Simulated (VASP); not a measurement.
A run of VASP 6.6.1:

File INCAR:

```
  PREC = Accurate
  ENCUT = 400
  EDIFF = 1E-6
  ISMEAR = 0
  SIGMA = 0.01
  LREAL = F
  LASPH = T
  NELM = 200
  ALGO = Normal
  ISIF = 2
  LWAVE = F
  LCHARG = F
  LNONCOLLINEAR = T
  MAGMOM = 0 0 0 0 0 0 0 0 0
  LORBIT = 11
  LSORBIT = T
  GGA_COMPAT = F
  LORBMOM = T
  LMAXMIX = 4
  LDIPOL = T
  IDIPOL = 3
  DIPOL = 0.5 0.5 0.351
  GGA = PS
  NBANDS = 39
  NELMDL = -8
```

File KPOINTS:

```
regular mesh
0
Gamma
  12 12 1
```

File POSCAR:

```
WS2
1.0
    3.1845300000      0.0000000000      0.0000000000
   -1.5922650000      2.7578838791      0.0000000000
    0.0000000000      0.0000000000     30.0839999998
S W
2 1
Direct
    0.6666666667      0.3333333333      0.2997680145
    0.6666666667      0.3333333333      0.4029975752
    0.3333333333      0.6666666667      0.3513827948
```

Potentials or basis: VASP PAW PBE potentials, release 64 (S, W_sv).

Run with:

```console
$ cat potpaw_PBE.64/S/POTCAR potpaw_PBE.64/W_sv/POTCAR > POTCAR
$ mpirun -np 1 vasp_ncl > vasp.out
```

Hardware: 1 thread of Intel Xeon 8259CL (shared host).

Problem. How long does it take, and how much memory?

Solution. Wall time 28 min on 1 thread of Intel Xeon 8259CL, with other jobs on the host, peak memory 0.97 GiB. Counts: scf iterations 28, k points 31.
